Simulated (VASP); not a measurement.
# Ta4Ti (Im-3m) in VASP: further runs, part 2 of 2

VASP 6.6.1. The steps go on from the part before.

**4. Relaxation of cell and atoms, PBE**

INCAR reads:

```
ALGO = Fast
EDIFF = 1E-6
EDIFFG = -0.04
ENCUT = 600
GGA = PE
IBRION = 2
ISIF = 3
ISMEAR = 0
LASPH = True
LCHARG = False
LREAL = False
LWAVE = False
NELM = 60
NSW = 90
PREC = Accurate
SIGMA = 0.1
```

KPOINTS reads:

```
k-points
0
Gamma
  4 4 4
```

POSCAR reads:

```
Ta4Ti
1.0
   -2.7364450700      2.7364450700      2.7364450700
    2.7364450700     -2.7364450700      2.7364450700
    2.7364450700      2.7364450700     -2.7364450700
Ti Ta
1 4
Direct
    0.0000000000      0.0000000000      0.0000000000
    0.0000000000      0.0000000000      0.5000000000
    0.5000000000      0.0000000000      0.0000000000
    0.0000000000      0.5000000000      0.0000000000
    0.5000000000      0.5000000000      0.5000000000
```

Potentials or basis: VASP PAW PBE potentials, release 64 (Ti_sv, Ta_pv).

Command:

```sh
cat potpaw_PBE.64/Ti_sv/POTCAR potpaw_PBE.64/Ta_pv/POTCAR > POTCAR
mpirun -np 1 vasp_std > vasp.out
```

OUTCAR:

```text
EDIFF = 1E-6
   EDIFFG = -0.04
   ENCUT = 600
   GGA = PE
   IBRION = 2
   ISIF = 3
   ISMEAR = 0
   LASPH = True
   LREAL = False
   NELM = 60
   NSW = 90
   PREC = Accurate

 ion  position               nearest neighbor table
   1  0.000  0.000  0.000-   2 2.37   3 2.37   4 2.37   5 2.37   2 2.37   4 2.37   3 2.37   5 2.37

   2  0.000  0.000  0.500-   1 2.37   1 2.37   4 2.74   5 2.74   3 2.74   4 2.74   3 2.74   5 2.74

   3  0.500  0.000  0.000-   1 2.37   1 2.37   4 2.74   5 2.74   5 2.74   2 2.74   2 2.74   4 2.74

   4  0.000  0.500  0.000-   1 2.37   1 2.37   3 2.74   5 2.74   2 2.74   2 2.74   5 2.74   3 2.74

   5  0.500  0.500  0.500-   1 2.37   1 2.37   3 2.74   4 2.74   3 2.74   4 2.74   2 2.74   2 2.74

  LATTYP: Found a body centered cubic cell.
 ALAT       =     5.4728901400

  Lattice vectors:

 A1 = (  -2.7364450700,   2.7364450700,   2.7364450700)
 A2 = (   2.7364450700,  -2.7364450700,   2.7364450700)
 A3 = (   2.7364450700,   2.7364450700,  -2.7364450700)

Analysis of symmetry for initial positions (statically):
=====================================================================
 Subroutine PRICEL returns:
 Original cell was already a primitive cell.
[... 503 lines left out ...]
  -------------------------------------------------------------------------------------
  Total      -20.1010694    -20.1010694    -20.1010694      0.0000000      0.0000000     -0.0000000
  in kB     -207.2064941   -207.2064941   -207.2064941      0.0000000      0.0000000     -0.0000000
  external PRESSURE =    -207.2064941 kB  Pullay stress =       0.0000000 kB
[... 26 lines left out ...]
--------------------------------------- Ionic step        3  -------------------------------------------

 number of electron      55.9999998 magnetization

------------------------ aborting loop EDIFF was not reached (unconverged)  ----------------------------

  FORCE on cell =-STRESS in cart. coord.  units (eV):
  Direction    XX          YY          ZZ          XY          YZ          ZX
  --------------------------------------------------------------------------------------
  -------------------------------------------------------------------------------------
  Total       -0.8202304     -0.8202304     -0.8202304      0.0000000      0.0000000      0.0000000
  in kB      -12.6713566    -12.6713566    -12.6713566      0.0000000      0.0000000      0.0000000
  external PRESSURE =     -12.6713566 kB  Pullay stress =       0.0000000 kB
[... 143 lines left out ...]
--------------------------------------- Ionic step        7  -------------------------------------------

 number of electron      56.0000005 magnetization

 Free energy of the ion-electron system (eV)
  ---------------------------------------------------
  ext. energy  EPLUGINS =         0.00000000
  ---------------------------------------------------
  free energy    TOTEN  =       -48.66859998 eV

  energy without entropy =      -48.60308316  energy(sigma->0) =      -48.63584157

 E-fermi :   4.6200     XC(G=0): -11.3909

 val. band max:        4.6193897728   @ k =   0.5000   0.0000   0.0000
 cond. band min:       4.7403832043   @ k =   0.2500   0.0000   0.0000
 fundamental gap:      0.1209934315
 Fermi energy:         4.6200109215

 k-point     1 :       0.0000    0.0000    0.0000
  band No.  band energies     occupation
      1     -51.0128      2.00000
      2     -29.9981      2.00000
      3     -29.9981      2.00000
      4     -29.9981      2.00000
      5     -29.8227      2.00000
      6     -29.8227      2.00000
[... 309 lines left out ...]
  FREE ENERGIE OF THE ION-ELECTRON SYSTEM (eV)
  ---------------------------------------------------
  free  energy   TOTEN  =       -48.6685999770 eV

  energy  without entropy=      -48.6030831646  energy(sigma->0) =      -48.63584157

 reached required accuracy - stopping structural energy minimisation
```

Run time: 4.7 min. Hardware: 1 thread of Intel Xeon 6975P-C (Granite Rapids), shared host; peak memory 0.26 GiB.

Results:

| Quantity | Value |
| --- | --- |
| Free energy | -48.6686 eV |
| Relaxed volume | 21.18 Å³/atom |
| Relaxed cell | a = 5.162 Å, b = 5.162 Å, c = 5.162 Å, α = 109.47°, β = 109.47°, γ = 109.47° |
| Space group after relaxing (to 0.1 Å) | Im-3m (No. 229) |
| Pressure after relaxing | 0.0 GPa |
| Band gap on the k mesh | zero (bands 28 and 29 overlap by 0.83 eV) |

Final structure:
```yaml
crystal:
  lattice:
    - [-2.98045, 2.98045, 2.98045]
    - [2.98045, -2.98045, 2.98045]
    - [2.98045, 2.98045, -2.98045]
  atoms:
    - { symbol: Ti, position: [0.00000, 0.00000, 0.00000] }
    - { symbol: Ta, position: [0.00000, 0.00000, 0.50000] }
    - { symbol: Ta, position: [0.50000, 0.00000, 0.00000] }
    - { symbol: Ta, position: [0.00000, 0.50000, 0.00000] }
    - { symbol: Ta, position: [0.50000, 0.50000, 0.50000] }
```

Levels at points of the mesh, in eV from the Fermi level:
| k point | band 25 | band 26 | band 27 | band 28 | band 29 | band 30 | band 31 | band 32 |
| --- | --- | --- | --- | --- | --- | --- | --- | --- |
| (0.00, 0.00, 0.00) | -2.23 | 0.43 | 0.43 | 0.43 | 2.43 | 2.43 | 2.43 | 3.31 |
| (0.50, 0.00, 0.00) | -0.95 | -0.35 | -0.26 | -0.24 | -0.07 | 0.00 | 0.45 | 0.92 |
| (0.50, 0.50, 0.50) | -1.39 | -1.17 | -1.17 | -0.47 | 1.30 | 1.30 | 1.30 | 1.67 |

Caveat: the k points lie up to 0.37 Å⁻¹ apart in the final cell, too coarse for converged energies and pressures of a metal; the volume moved by over 15 % at a fixed basis, so the end points are rough; spin-orbit coupling is left out, which moves the levels of the heavy elements.

**5. Single point, PBE**

This run uses another cell than the first one, of 21.10 Å³/atom.

INCAR reads:

```
SYSTEM = Ta4Ti
PREC = Accurate
ENCUT = 520
EDIFF = 1E-6
ISMEAR = 0
SIGMA = 0.1
LREAL = .False.
LASPH = .True.
NELM = 80
ALGO = Fast
ISIF = 2
LWAVE = .False.
LCHARG = .False.
GGA = PE
NBANDS = 36
```

KPOINTS reads:

```
regular mesh
0
Gamma
  10 10 10
  0 0 0
```

POSCAR, as its differences from that of step 4:

```diff
@@ -2,5 +2,5 @@
 1.0
-   -2.7364450700      2.7364450700      2.7364450700
-    2.7364450700     -2.7364450700      2.7364450700
-    2.7364450700      2.7364450700     -2.7364450700
+   -2.9768442085      2.9768442085      2.9768442085
+    2.9768442085     -2.9768442085      2.9768442085
+    2.9768442085      2.9768442085     -2.9768442085
 Ti Ta
```

Command:

```sh
cat potpaw_PBE.64/Ti_sv/POTCAR potpaw_PBE.64/Ta_pv/POTCAR > POTCAR
mpirun -np 1 vasp_std > vasp.out
```

It took 3.6 min on 1 thread of Intel Xeon 6975P-C (Granite Rapids), shared host; peak memory 0.34 GiB.

The run converged. Its results:

```yaml
Free_energy: -48.7977 eV
Pressure: -0.1 GPa
Band_gap_on_the_k_mesh: zero (bands 28 and 29 overlap by 1.50 eV)
```

Levels at points of the mesh, in eV from the Fermi level:
| k point | band 25 | band 26 | band 27 | band 28 | band 29 | band 30 | band 31 | band 32 |
| --- | --- | --- | --- | --- | --- | --- | --- | --- |
| (0.00, 0.00, 0.00) | -2.22 | 0.44 | 0.44 | 0.44 | 2.45 | 2.45 | 2.46 | 3.32 |
| (0.50, 0.00, 0.00) | -0.95 | -0.35 | -0.26 | -0.23 | -0.06 | 0.01 | 0.45 | 0.93 |
| (0.50, 0.50, 0.50) | -1.39 | -1.17 | -1.17 | -0.47 | 1.29 | 1.29 | 1.29 | 1.68 |

Caveat: spin-orbit coupling is left out, which moves the levels of the heavy elements.

**6. Relaxation of cell and atoms, PBE**

This run uses another cell than the first one, of 21.17 Å³/atom.

INCAR reads:

```
ALGO = Fast
EDIFF = 1E-6
EDIFFG = -0.01
ENCUT = 600
GGA = PE
IBRION = 2
ISIF = 3
ISMEAR = 0
LASPH = True
LCHARG = False
LREAL = False
LWAVE = False
NELM = 60
NSW = 100
PREC = Accurate
SIGMA = 0.1
```

KPOINTS reads:

```
k-points
0
Gamma
  10 10 10
```

POSCAR, as its differences from that of step 5:

```diff
@@ -2,5 +2,5 @@
 1.0
-   -2.9768442085      2.9768442085      2.9768442085
-    2.9768442085     -2.9768442085      2.9768442085
-    2.9768442085      2.9768442085     -2.9768442085
+   -2.9801890885      2.9801890885      2.9801890885
+    2.9801890885     -2.9801890885      2.9801890885
+    2.9801890885      2.9801890885     -2.9801890885
 Ti Ta
```

Potentials or basis: VASP PAW PBE potentials, release 64 (Ti_sv, Ta_pv).

Command:

```sh
cat potpaw_PBE.64/Ti_sv/POTCAR potpaw_PBE.64/Ta_pv/POTCAR > POTCAR
mpirun -np 1 vasp_std > vasp.out
```

OUTCAR:

```text
EDIFF = 1E-6
   EDIFFG = -0.01
   ENCUT = 600
   GGA = PE
   IBRION = 2
   ISIF = 3
   ISMEAR = 0
   LASPH = True
   LREAL = False
   NELM = 60
   NSW = 100
   PREC = Accurate

 ion  position               nearest neighbor table
   1  0.000  0.000  0.000-   2 2.58   3 2.58   4 2.58   5 2.58   2 2.58   4 2.58   3 2.58   5 2.58

   2  0.000  0.000  0.500-   1 2.58   1 2.58   4 2.98   5 2.98   3 2.98   4 2.98   3 2.98   5 2.98

   3  0.500  0.000  0.000-   1 2.58   1 2.58   4 2.98   5 2.98   5 2.98   2 2.98   2 2.98   4 2.98

   4  0.000  0.500  0.000-   1 2.58   1 2.58   3 2.98   5 2.98   2 2.98   2 2.98   5 2.98   3 2.98

   5  0.500  0.500  0.500-   1 2.58   1 2.58   3 2.98   4 2.98   3 2.98   4 2.98   2 2.98   2 2.98

  LATTYP: Found a body centered cubic cell.
 ALAT       =     5.9603781770

  Lattice vectors:

 A1 = (  -2.9801890885,   2.9801890885,   2.9801890885)
 A2 = (   2.9801890885,  -2.9801890885,   2.9801890885)
[... 270 lines left out ...]

  energy without entropy =      -48.76362756  energy(sigma->0) =      -48.78088615

 E-fermi :   4.6509     XC(G=0): -11.4111

 val. band max:        4.6441302469   @ k =  -0.3000   0.4000   0.1000
 cond. band min:       4.6557775036   @ k =   0.3000   0.3000   0.1000
 fundamental gap:      0.0116472568
 Fermi energy:         4.6508660705

 k-point     1 :       0.0000    0.0000    0.0000
  band No.  band energies     occupation
      1     -50.9884      2.00000
      2     -29.9655      2.00000
      3     -29.9655      2.00000
      4     -29.9655      2.00000
      5     -29.7684      2.00000
      6     -29.7684      2.00000
[... 853 lines left out ...]
     32       6.1819      0.00000
     33       6.2047      0.00000

 [... further k-points ...]

------------------------ aborting loop because EDIFF is reached ----------------------------------------

  FORCE on cell =-STRESS in cart. coord.  units (eV):
  Direction    XX          YY          ZZ          XY          YZ          ZX
  --------------------------------------------------------------------------------------
  -------------------------------------------------------------------------------------
  Total       -0.0067313     -0.0067313     -0.0067313      0.0000000      0.0000000      0.0000000
  in kB       -0.1022996     -0.1022996     -0.1022996      0.0000000      0.0000000      0.0000000
  external PRESSURE =      -0.1022996 kB  Pullay stress =       0.0000000 kB
[... 20 lines left out ...]
  FREE ENERGIE OF THE ION-ELECTRON SYSTEM (eV)
  ---------------------------------------------------
  free  energy   TOTEN  =       -48.7981447334 eV

  energy  without entropy=      -48.7636275646  energy(sigma->0) =      -48.78088615

 reached required accuracy - stopping structural energy minimisation
```

Wall time 8.1 min (1 thread of Intel Xeon 6975P-C (Granite Rapids), shared host); peak memory 0.39 GiB.

Results:

| Item | Value |
| --- | --- |
| Free energy | -48.7981 eV |
| Relaxed volume | 21.08 Å³/atom |
| Relaxed cell | a = 5.154 Å, b = 5.154 Å, c = 5.154 Å, α = 109.47°, β = 109.47°, γ = 109.47° |
| Space group after relaxing (to 0.1 Å) | Im-3m (No. 229) |
| Energy gained by relaxing | 0.1 meV/atom |
| Ionic steps | 3 |
| Pressure after relaxing | 0.0 GPa |
| Band gap on the k mesh | zero (bands 28 and 29 overlap by 1.50 eV) |

Step by step:
```csv
step,energy change (eV),largest force (eV/Å),pressure (GPa),volume (Å³)
1,0.0000,0.0000,-0.52,105.87
2,0.0006,0.0000,0.70,104.82
3,-0.0007,0.0000,-0.01,105.42
```

Final structure:
```cif
data_structure
_symmetry_space_group_name_H-M 'P 1'
_symmetry_Int_Tables_number 1
_cell_length_a 5.1545
_cell_length_b 5.1545
_cell_length_c 5.1545
_cell_angle_alpha 109.471
_cell_angle_beta 109.471
_cell_angle_gamma 109.471
_cell_volume 105.42
loop_
_atom_site_label
_atom_site_type_symbol
_atom_site_fract_x
_atom_site_fract_y
_atom_site_fract_z
_atom_site_occupancy
Ti1 Ti 0.00000 0.00000 0.00000 1
Ta1 Ta 0.00000 0.00000 0.50000 1
Ta2 Ta 0.50000 0.00000 0.00000 1
Ta3 Ta 0.00000 0.50000 0.00000 1
Ta4 Ta 0.50000 0.50000 0.50000 1
```

Caveat: spin-orbit coupling is left out, which moves the levels of the heavy elements.

**7. Summary**

```tsv
task	cell	k mesh	cutoff (eV)	gap on the mesh (eV)	pressure (GPa)	relaxed volume (Å³/atom)
single point	a = 4.740 Å, angles 109.5°, 5 atoms	4 × 4 × 4	520	none	48.1	-
single point	a = 5.162 Å, angles 109.5°, 5 atoms	4 × 4 × 4	520	none	0.0	-
relaxation of cell and atoms	relaxed from a = 4.740 Å, angles 109.5°, 5 atoms	4 × 4 × 4	600	none	0.0	21.18
single point	a = 5.156 Å, angles 109.5°, 5 atoms	10 × 10 × 10	520	none	-0.1	-
relaxation of cell and atoms	relaxed from a = 5.162 Å, angles 109.5°, 5 atoms	10 × 10 × 10	600	none	0.0	21.08
```

Alike in all rows: level PBE; potentials or basis VASP PAW PBE potentials, release 64 (Ti_sv, Ta_pv); no spin polarisation; smearing gaussian 0.1 eV.

Caveats: some runs use coarse meshes; spin-orbit coupling is left out, which moves the levels of the heavy elements; the volume moved by over 15 % at a fixed basis, so the end points are rough (at least some runs).

Absolute energies hang on the potentials; compare differences alone.
